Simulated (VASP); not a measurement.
# Cd (P6_3/mmc) in VASP: further runs

Cd is run at these levels: LDA; tasks: single point.

Everything below comes from runs of VASP 6.6.1. Logs are shortened: lines on timing, memory, paths and dates and some standing lists are left out, and cuts for length are marked.

## Step 1: The cell of the first run

It takes space group P6_3/mmc (No. 194, hexagonal). The conventional cell has a = 2.940 Å, b = 2.940 Å, c = 9.342 Å, α = 90.00°, β = 90.00°, γ = 120.00°. Within 3.8 Å of Cd (site symmetry -3m) lie 12 Cd at 2.89 to 2.94 Å. Cd (site symmetry -6m2) has 12 Cd at 2.89 to 2.94 Å within 3.8 Å.

## Step 2: Single point, LDA (17.48 Å³/atom)

INCAR reads:

```
SYSTEM = Cd
ALGO = Normal
EDIFF = 1E-7
ENCUT = 520
GGA = CA
ISIF = 2
ISMEAR = -1
LASPH = .TRUE.
LCHARG = .FALSE.
LREAL = .FALSE.
LWAVE = .FALSE.
NBANDS = 32
NELM = 100
PREC = Accurate
SIGMA = 0.1
```

KPOINTS reads:

```
k-points
0
G
  13 13 4
  0 0 0
```

POSCAR reads:

```
Cd
1.0
    2.9399296998      0.0000000000      0.0000000000
   -1.4699648499      2.5460538054      0.0000000000
    0.0000000000      0.0000000000      9.3421069166
Cd
4
Direct
    1.0000000000      0.0000000000      1.0000000000
    1.0000000000      1.0000000000      0.5000000000
    0.3333333333      0.6666666667      0.2500000000
    0.6666666667      0.3333333333      0.7500000000
```

Potentials or basis: VASP PAW LDA potentials, release 64 (Cd).

Launch:

```bash
$ cat potpaw_LDA.64/Cd/POTCAR > POTCAR
$ mpirun -np 1 vasp_std > vasp.out
```

OUTCAR:

```text
SYSTEM = Cd
   EDIFF = 1E-7
   ENCUT = 520
   GGA = CA
   ISIF = 2
   ISMEAR = -1
   LASPH = .TRUE.
   LREAL = .FALSE.
   NELM = 100
   PREC = Accurate

 ion  position               nearest neighbor table
   1  0.000  0.000  0.000-   3 2.89   4 2.89   4 2.89   3 2.89   4 2.89   3 2.89
   2  0.000  0.000  0.500-   3 2.89   4 2.89   4 2.89   3 2.89   4 2.89   3 2.89
   3  0.333  0.667  0.250-   1 2.89   2 2.89   1 2.89   2 2.89   1 2.89   2 2.89
   4  0.667  0.333  0.750-   1 2.89   2 2.89   1 2.89   2 2.89   1 2.89   2 2.89

  LATTYP: Found a hexagonal cell.
 ALAT       =     2.9399296998
 C/A-ratio  =     3.1776633697

  Lattice vectors:

 A1 = (   2.9399296998,   0.0000000000,   0.0000000000)
 A2 = (  -1.4699648499,   2.5460538054,   0.0000000000)
 A3 = (   0.0000000000,   0.0000000000,   9.3421069166)

Analysis of symmetry for initial positions (statically):
=====================================================================
 Subroutine PRICEL returns:
 Original cell was already a primitive cell.

 Routine SETGRP: Setting up the symmetry group for a
 hexagonal supercell.

 Subroutine GETGRP returns: Found 24 space group operations
 (whereof 12 operations were pure point group operations)
 out of a pool of 24 trial point group operations.

The static configuration has the point symmetry D_3d.
 The point group associated with its full space group is D_6h.

Analysis of symmetry for dynamics (positions and initial velocities):
=====================================================================
 Subroutine PRICEL returns:
 Original cell was already a primitive cell.

 Routine SETGRP: Setting up the symmetry group for a
 hexagonal supercell.

 Subroutine GETGRP returns: Found 24 space group operations
 (whereof 12 operations were pure point group operations)
 out of a pool of 24 trial point group operations.

The dynamic configuration has the point symmetry D_3d.
 The point group associated with its full space group is D_6h.

 Subroutine INISYM returns: Found 24 space group operations
 (whereof 12 operations are pure point group operations),
 and found     1 'primitive' translations

----------------------------------------------------------------------------------------

                                     Primitive cell

  volume of cell :      69.9277

  direct lattice vectors                    reciprocal lattice vectors
     2.939929700  0.000000000  0.000000000     0.340144188  0.196382338  0.000000000
    -1.469964850  2.546053805  0.000000000     0.000000000  0.392764677  0.000000000
     0.000000000  0.000000000  9.342106917     0.000000000  0.000000000  0.107042235

  length of vectors
     2.939929700  2.939929700  9.342106917     0.392764677  0.392764677  0.107042235

  position of ions in fractional coordinates (direct lattice)
     0.000000000  0.000000000  0.000000000
     0.000000000  0.000000000  0.500000000
     0.333333333  0.666666667  0.250000000
     0.666666667  0.333333333  0.750000000

  ion indices of the primitive-cell ions
   primitive index   ion index
                 1           1
                 2           2
                 3           3
                 4           4

----------------------------------------------------------------------------------------

 KPOINTS: k-points

Automatic generation of k-mesh.
 Grid dimensions read from file:
 generate k-points for:   13   13    4

 Generating k-lattice:

  Cartesian coordinates                     Fractional coordinates (reciprocal lattice)
     0.026164938  0.015106334  0.000000000     0.076923077  0.000000000  0.000000000
     0.000000000  0.030212667  0.000000000     0.000000000  0.076923077  0.000000000
     0.000000000  0.000000000  0.026760559     0.000000000  0.000000000  0.250000000

  Length of vectors
     0.030212667  0.030212667  0.026760559

  Shift w.r.t. Gamma in fractional coordinates (k-lattice)
     0.000000000  0.000000000  0.000000000

 Subroutine IBZKPT returns following result:
 ===========================================

 Found     63 irreducible k-points:

 Following reciprocal coordinates:
            Coordinates               Weight
  0.000000  0.000000  0.000000      1.000000
  0.076923  0.000000  0.000000      6.000000
  0.153846  0.000000  0.000000      6.000000
  0.230769 -0.000000  0.000000      6.000000
  0.307692  0.000000  0.000000      6.000000
  0.384615 -0.000000  0.000000      6.000000
[... 16 lines left out ...]
  0.076923  0.000000  0.250000     12.000000
  0.153846  0.000000  0.250000     12.000000
 [... further k-points ...]
   k-points           NKPTS =     63   k-points in BZ     NKDIM =     63   number of bands    NBANDS=     32
   number of dos      NEDOS =    301   number of ions     NIONS =      4
   total plane-waves  NPLWV =  40320
   dimension x,y,z NGX =    24 NGY =   24 NGZ =   70
   dimension x,y,z NGXF=    48 NGYF=   48 NGZF=  140
   ions per type =               4
   NGX,Y,Z   is equivalent  to a cutoff of  13.57, 13.57, 12.46 a.u.
   NGXF,Y,Z  is equivalent  to a cutoff of  27.14, 27.14, 24.91 a.u.
 SYSTEM =  Cd
   PREC   = accura    normal or accurate (medium, high low for compatibility)
   ISTART =      0    job   : 0-new  1-cont  2-samecut
   ICHARG =      2    charge: 1-file 2-atom 10-const
   ISPIN  =      1    spin polarized calculation?
   LNONCOLLINEAR =      F non collinear calculations
   LSORBIT =      F    spin-orbit coupling
   LASPH  =      T    aspherical Exc in radial PAW
   ENCUT  =  520.0 eV  38.22 Ry    6.18 a.u.   5.47  5.47 17.37*2*pi/ulx,y,z
   NELM   =    100;   NELMIN=  2; NELMDL= -5     # of ELM steps
   EDIFF  = 0.1E-06   stopping-criterion for ELM
   LREAL  =      F    real-space projection
   EDIFFG = 0.1E-05   stopping-criterion for IOM
   NSW    =      0    number of steps for IOM
   IBRION =     -1    ionic relax: 0-MD 1-quasi-New 2-CG
   NFREE  =      0    steps in history (QN), initial steepest desc. (CG)
   ISIF   =      2    stress and relaxation
   ISYM   =      2    0-nonsym 1-usesym 2-fastsym
   POTIM  = 0.5000    time-step for ionic-motion
   TEBEG  =    0.0;   TEEND  =   0.0 temperature during run
   PSTRESS=    0.0 pullay stress
   NELECT =      48.0000    total number of electrons
   NUPDOWN=      -1.0000    fix difference up-down
   EMIN   =  10.00;   EMAX   =-10.00  energy-range for DOS
   EFERMI =   0.00;   METHOD = LEGACY
   ISMEAR =    -1;   SIGMA  =   0.10  broadening in eV -4-tet -1-fermi 0-gaus
   EFERMI_NEDOS =   21; number of points for ismear=-14 and -15
   IALGO  =     38    algorithm
   IMIX   =      4    mixing-type and parameters
     AMIX     =   0.40;   BMIX     =  1.00
     AMIX_MAG =   1.60;   BMIX_MAG =  1.00
  volume/ion in A,a.u.               =      17.48       117.97
  Fermi-wavevector in a.u.,A,eV,Ry     =   1.444127  2.729005 28.374997  2.085503
  Thomas-Fermi vector in A             =   2.562457
   LORBIT       =      0    0 simple, 1 ext, 2 COOP (PROOUT), +10 PAW based schemes
   GGA     = CA    functional components
   LHFCALC =     F    Hartree Fock is set to
   AEXX    =    0.0000 exact exchange contribution
   IVDW    =     0    specifies the selected vdW correction
   LEPSILON=     F    determine dielectric tensor
   LRPA    =     F    only Hartree local field effects (RPA)
 non-spin polarized calculation
  energy-cutoff  :      520.00
  volume of cell :       69.93
 maximum number of plane-waves:      1937
 NGX is ok and might be reduce to    24
   NGX = 11   NGY = 11   NGZ = 35

 number of electron      48.0000010 magnetization

 Free energy of the ion-electron system (eV)
  ---------------------------------------------------
  ext. energy  EPLUGINS =         0.00000000
  ---------------------------------------------------
  free energy    TOTEN  =        -5.61441521 eV

  energy without entropy =       -5.56678311  energy(sigma->0) =       -5.59059916

 E-fermi :   4.7451     XC(G=0): -12.5498

 val. band max:        4.6937166326   @ k =   0.3077   0.2308   0.2500
 cond. band min:       4.7509557695   @ k =   0.4615  -0.0000   0.0000
 fundamental gap:      0.0572391369
 Fermi energy:         4.7450794660

 k-point     1 :       0.0000    0.0000    0.0000
  band No.  band energies     occupation
      1      -6.3036      2.00000
      2      -6.2086      2.00000
      3      -5.8856      2.00000
      4      -5.8700      2.00000
      5      -5.4270      2.00000
      6      -5.4270      2.00000
[... 24 lines left out ...]
     31      18.5463      0.00000
     32      19.1253      0.00000

 k-point     2 :       0.0769    0.0000    0.0000
  band No.  band energies     occupation
      1      -6.2399      2.00000
      2      -6.0623      2.00000
      3      -5.8244      2.00000
      4      -5.7945      2.00000
      5      -5.4535      2.00000
      6      -5.4535      2.00000
[... 24 lines left out ...]
     31      17.7235      0.00000
     32      18.1911      0.00000

 k-point     3 :       0.1538    0.0000    0.0000
  band No.  band energies     occupation
      1      -6.1010      2.00000
      2      -5.8012      2.00000
      3      -5.7042      2.00000
      4      -5.6780      2.00000
      5      -5.5183      2.00000
      6      -5.4955      2.00000
[... 24 lines left out ...]
     31      15.7980      0.00000
     32      17.7537      0.00000

 k-point     4 :       0.2308   -0.0000    0.0000
  band No.  band energies     occupation
      1      -6.0757      2.00000
      2      -5.9094      2.00000
      3      -5.7454      2.00000
      4      -5.7198      2.00000
      5      -5.6475      2.00000
      6      -5.4826      2.00000
[... 24 lines left out ...]
     31      14.2982      0.00000
     32      16.7368      0.00000

 k-point     5 :       0.3077    0.0000    0.0000
  band No.  band energies     occupation
      1      -6.1978      2.00000
      2      -6.0976      2.00000
      3      -6.0325      2.00000
      4      -5.8508      2.00000
      5      -5.7940      2.00000
      6      -5.4561      2.00000
[... 584 lines left out ...]
     31      10.2452      0.00000
     32      11.4916      0.00000

 k-point    22 :       0.0000    0.0000    0.2500
  band No.  band energies     occupation
      1      -6.2711      2.00000
      2      -6.0839      2.00000
      3      -6.0397      2.00000
      4      -5.7372      2.00000
      5      -5.3998      2.00000
      6      -5.3998      2.00000
[... 24 lines left out ...]
     31      18.6496      0.00000
     32      19.0726      0.00000

 k-point    23 :       0.0769    0.0000    0.2500
  band No.  band energies     occupation
      1      -6.2074      2.00000
      2      -5.9756      2.00000
      3      -5.9450      2.00000
      4      -5.6554      2.00000
      5      -5.4493      2.00000
      6      -5.4220      2.00000
[... 24 lines left out ...]
     31      18.0212      0.00000
     32      18.4106      0.00000

 k-point    24 :       0.1538    0.0000    0.2500
  band No.  band energies     occupation
      1      -6.0705      2.00000
      2      -5.8651      2.00000
      3      -5.7370      2.00000
      4      -5.5746      2.00000
      5      -5.5474      2.00000
      6      -5.4534      2.00000
[... 24 lines left out ...]
     31      16.0801      0.00000
     32      17.0602      0.00000

 [... further k-points ...]
[... 5 lines left out ...]
  --------------------------------------------------------------------------------------
  -------------------------------------------------------------------------------------
  Total        5.9906382      5.9906382      6.3876602     -0.0000000      0.0000000      0.0000000
  in kB      137.2569422    137.2569422    146.3534733     -0.0000000      0.0000000      0.0000000
  external PRESSURE =     140.2891192 kB  Pullay stress =       0.0000000 kB

 VOLUME and BASIS-vectors are now :
 -----------------------------------------------------------------------------
  energy-cutoff  :      520.00
  volume of cell :       69.93
      direct lattice vectors                 reciprocal lattice vectors
     2.939929700  0.000000000  0.000000000     0.340144188  0.196382338  0.000000000
    -1.469964850  2.546053805  0.000000000     0.000000000  0.392764677  0.000000000
     0.000000000  0.000000000  9.342106917     0.000000000  0.000000000  0.107042235

 POSITION                                       TOTAL-FORCE (eV/Angst)
 -----------------------------------------------------------------------------------
      0.00000      0.00000      0.00000        -0.000000      0.000000     -0.000000
      0.00000      0.00000      4.67105        -0.000000      0.000000     -0.000000
     -0.00000      1.69737      2.33553        -0.000000      0.000000      0.000000
      1.46996      0.84868      7.00658         0.000000     -0.000000     -0.000000
 -----------------------------------------------------------------------------------
    total drift:                               -0.000000      0.000000      0.000000

  FREE ENERGIE OF THE ION-ELECTRON SYSTEM (eV)
  ---------------------------------------------------
  free  energy   TOTEN  =        -5.6144152083 eV

  energy  without entropy=       -5.5667831068  energy(sigma->0) =       -5.59059916
```

Wall time 3.4 min (1 thread of Intel Xeon 8259CL, shared host); peak memory 0.23 GiB.

Results:

| Quantity | Value |
| --- | --- |
| Free energy | -5.6144 eV |
| Pressure | 14.0 GPa |
| Band gap on the k mesh | zero (bands 24 and 25 overlap by 2.62 eV) |

Levels at points of the mesh, in eV from the Fermi level:
```tsv
k point	band 20	band 21	band 22	band 23	band 24	band 25	band 26	band 27	band 28	band 29
(0.00, 0.00, 0.00)	-8.83	-8.83	-8.64	-8.63	-3.41	-0.81	7.67	7.67	13.29	13.78
(0.00, 0.00, 0.50)	-8.96	-8.96	-8.96	-6.01	-6.01	2.61	2.61	12.99	12.99	13.55
```

Caveat: the cell stands under pressure.

(Continued in part 2 of 3.)

The gap in the log of VASP goes by the Fermi energy; the results here count the filled bands.